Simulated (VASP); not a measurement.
Zr:

```
Zr
1.0
     3.23200    0.00000    0.00000
    -1.61600    2.79899    0.00000
     0.00000    0.00000    5.14700
Zr
2
Cartesian
  0.0000 1.8660 1.2868
  1.6160 0.9330 3.8603
```

| Item | Value |
| --- | --- |
| Program | VASP 6.6.1 |
| Task | relaxation of cell and atoms |
| Functional | LDA |
| Potentials or basis | VASP PAW LDA potentials, release 64 (Zr_sv) |
| Cutoff | 600 eV |
| k mesh | 16 × 16 × 10 |
| Occupations | methfessel-paxton, width 0.1 eV |
| Spin | no spin polarisation |

At the start: pressure -6.0 GPa; volume 23.28 Å³/atom.

Question: How do energy, volume and symmetry change on relaxing?

Answer: Over 10 steps the energy falls by 29.0 meV/atom and the volume is 21.82 Å³/atom (-6.3 %); space group P6_3/mmc (No. 194, to 0.1 Å) before and after.

Step by step:
```
step  energy change (eV)  largest force (eV/Å)  pressure (GPa)  volume (Å³)
   1              0.0000                0.0000           -6.02        46.56
   2              0.0055                0.0000            7.57        40.91
   3             -0.0568                0.0000           -0.06        43.71
   4             -0.0568                0.0000            0.07        43.66
   5             -0.0577                0.0000            0.05        43.64
   6             -0.0579                0.0000            0.04        43.63
   7             -0.0579                0.0000            0.04        43.63
   8             -0.0579                0.0000            0.04        43.62
   9             -0.0579                0.0000           -0.05        43.66
  10             -0.0579                0.0000            0.01        43.64
```

Final structure:
```
Zr
1.0
     3.14880    0.00000    0.00000
    -1.57440    2.72694    0.00000
     0.00000    0.00000    5.08267
Zr
2
Cartesian
  0.0000 1.8180 1.2707
  1.5744 0.9090 3.8120
```
